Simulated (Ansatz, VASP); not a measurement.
# One calculation of Nb, two programs

```
Nb
1.0
     3.06879    0.00000    0.00000
     1.53439    2.65765    0.00000
     1.53439    0.88588    2.50565
Nb
1
Cartesian
  0.0000 0.0000 0.0000
```

Alike in both runs: task single point; functional PBE; k mesh 11 × 11 × 11; occupations gaussian, width 0.025 eV; collinear spin.

|  | VASP | Ansatz |
| --- | --- | --- |
| version | VASP 6.6.1 | Ansatz 0.2.0 |
| potentials or method | VASP PAW PBE potentials, release 64 (Nb_sv), cutoff 520 eV | all-electron LAPW, scalar-relativistic |

Ansatz gave:

```
gap on the k mesh at the Fermi level (eV) : none
pressure (GPa)                            : -12.3
net moment per atom (μB)                  : 0.00
```

**Question.** What did VASP give for the same quantities?

**Answer.** gap on the k mesh at the Fermi level (eV): none; pressure (GPa): -12.6; net moment per atom (μB): 0.02.

A gap of «none» marks a metal or a gap that the smearing closes. Ansatz ran all-electron here, and VASP with PAW potentials.
